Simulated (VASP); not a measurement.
Set up this calculation in VASP 6.6.1, as the native input.

```yaml
Task: single point
Functional: PBE
Dispersion: D3(BJ)
Potentials_or_basis: VASP PAW PBE potentials, release 64 (Te, Mo_sv)
Cutoff: 520 eV
k_mesh: 9 × 9 × 1
Occupations: gaussian, width 0.05 eV
Spin: no spin polarisation
Dipole_correction: yes
Further_INCAR_settings: ALGO = Normal; EDIFF = 1e-06; NBANDS = 35
```

The structure of Te2Mo lies in POSCAR:

```
Te2Mo
1.0
    3.5038817003      0.0000000000      0.0000000000
   -1.7519408501      3.0344505643      0.0000000000
    0.0000000000      0.0000000000     24.7677199090
Te Mo
4 2
Direct
    0.3333333333      0.6666666667      0.1816881011
    0.3333333333      0.6666666667      0.3284056823
    0.6666666667      1.3333333333      0.4749674172
    0.6666666667      1.3333333333      0.6216849983
    0.6666666667      0.3333333333      0.2550468917
    0.3333333333      1.6666666667      0.5483262077
```

This cell differs from its parent crystal: layers slid over each other.

These files were run (other wordings do the same):

INCAR

```
PREC = Accurate
ENCUT = 520
EDIFF = 1E-6
ISMEAR = 0
SIGMA = 0.05
LREAL = False
LASPH = True
NELM = 100
ALGO = Normal
ISIF = 2
LWAVE = False
LCHARG = False
LDIPOL = True
IDIPOL = 3
DIPOL = 0.5 0.5 0.402
GGA = PE
IVDW = 12
NBANDS = 35
```

KPOINTS

```
regular mesh
0
Gamma
  9 9 1
```

Potentials or basis: VASP PAW PBE potentials, release 64 (Te, Mo_sv).

The run is started by

```sh
$ cat potpaw_PBE.64/Te/POTCAR potpaw_PBE.64/Mo_sv/POTCAR > POTCAR
$ mpirun -np 1 vasp_std > vasp.out
```

Results of the run:

```json
{
  "Largest force": "0.134 eV/Å",
  "Band gap on the k mesh": "1.09 eV (least direct gap 1.15 eV)",
  "Dispersion energy per atom": "-0.460 eV"
}
```

Caveat: the cell differs from its parent crystal (layers slid over each other); spin-orbit coupling is left out, which moves the levels of the heavy elements.

Run time: 8.7 min on 1 thread of Intel Xeon 8259CL (shared host), peak memory 0.44 GiB.
